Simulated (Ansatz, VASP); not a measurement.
# One calculation of GaSb, two programs

```xyz
2
Lattice="0.0000 3.0505 3.0505 3.0505 0.0000 3.0505 3.0505 3.0505 0.0000" Properties=species:S:1:pos:R:3 pbc="T T T"
Ga    0.0000    0.0000    0.0000
Sb    1.5253    1.5253    1.5253
```

Change from the starting cell: hydrostatic strain -0.5%.

Alike in both runs: task single point; functional r2SCAN; k mesh 8 × 8 × 8; occupations fermi-dirac, width 0.02 eV; no spin polarisation.

```csv
,VASP,Ansatz
version,VASP 6.6.1,Ansatz 0.2.0
potentials or method,"VASP PAW PBE potentials, release 64 (Ga_d, Sb)","plane waves, PAW"
plane-wave cutoff (eV),520,500
valence electrons in the cell,18,28
```

VASP gave:

- pressure (GPa): 0.9

Task: What did Ansatz give for the same quantities?

Result: Pressure (GPa): 0.8.

VASP's potentials were made for PBE, not for r2SCAN. VASP's potentials hold 18 valence electrons a cell and Ansatz's 28, so a difference there can come from the potentials and not from the codes.

Spin-orbit coupling is off throughout.
